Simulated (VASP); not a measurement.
SiC:

```xyz
2
Lattice="0.0000 2.1780 2.1780 2.1780 0.0000 2.1780 2.1780 2.1780 0.0000" Properties=species:S:1:pos:R:3 pbc="T T T"
Si    1.0890    1.0890    1.0890
C     0.0000    0.0000    0.0000
```

Base run:

* Program: VASP 6.6.1
* Functional: r2SCAN
* Potentials or basis: VASP PAW PBE potentials, release 64 (Si, C)
* Cutoff: 520 eV
* k mesh: 10 × 10 × 10
* Occupations: gaussian, width 0.01 eV
* Spin: no spin polarisation

Its results: band gap on the k mesh 1.72 eV, indirect (least direct gap 5.06 eV); pressure -0.1 GPa.

Task: The run is repeated on the same cell with these changes: functional from r2SCAN to PBE; further incar settings from ALGO = Normal; EDIFF = 1e-07; NBANDS = 11 to ALGO = Normal; EDIFF = 1e-06; NBANDS = 11. What comes out?

Result: Band gap on the k mesh 1.36 eV, indirect (least direct gap 4.54 eV); pressure 3.5 GPa.

Caveats: the PAW data sets were made with another functional, which shifts forces and pressure a little (some runs).

A k mesh can miss the band edges.
